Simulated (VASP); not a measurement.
Write the native input for VASP 6.6.1 that does the following.

```
Task                   : single point
Functional             : PBEsol
Potentials or basis    : VASP PAW PBE potentials, release 64 (Al, Cu)
Cutoff                 : 520 eV
k mesh                 : 12 × 12 × 10
Occupations            : gaussian, width 0.15 eV
Spin                   : no spin polarisation
Dipole correction      : no
Further INCAR settings : ALGO = Fast; EDIFF = 1e-07; NBANDS = 24
```

The structure of Al3Cu2 lies in POSCAR:

```
Al3Cu2
1.0
    4.0985855951      0.0000000000      0.0000000000
   -2.0492927975      3.5494792449      0.0000000000
    0.0000000000      0.0000000000      4.7828168322
Al Cu
3 2
Direct
    0.0000000000      0.0000000000      0.0000000000
    0.3333333333      0.6666666667      0.3515059889
    0.6666666667      0.3333333333      0.6484940111
    0.3333333333      0.6666666667      0.8422899951
    0.6666666667      0.3333333333      0.1577100049
```

This cell differs from its parent crystal: strain +0.000 along x and y, -0.040 along z.

These files were run (other wordings do the same):

INCAR

```
  ALGO = Fast
  EDIFF = 1E-7
  ENCUT = 520
  GGA = PS
  ISIF = 2
  ISMEAR = 0
  LASPH = T
  LCHARG = F
  LREAL = F
  LWAVE = F
  NBANDS = 24
  NELM = 60
  PREC = Accurate
  SIGMA = 0.15
```

KPOINTS

```
k-points
0
Gamma
  12 12 10
```

Potentials or basis: VASP PAW PBE potentials, release 64 (Al, Cu).

Run with:

```sh
$ cat potpaw_PBE.64/Al/POTCAR potpaw_PBE.64/Cu/POTCAR > POTCAR
$ mpirun -np 1 vasp_std > vasp.out
```

It gave:

| Quantity | Value |
| --- | --- |
| Pressure | 5.9 GPa |
| Largest force | 0.189 eV/Å |
| Band gap on the k mesh | zero (an odd number of electrons rules out a gap without spin polarisation) |

Caveat: the cell differs from its parent crystal (strain +0.000 along x and y, -0.040 along z); the cell stands under pressure; the PAW data sets were made with another functional, which shifts forces and pressure a little.

Wall time 7 min on 1 thread of Intel(R) Xeon(R) Platinum 8259CL CPU @ 2.50GHz (Skylake/Cascade Lake), with other jobs on the host, peak memory 0.35 GiB.
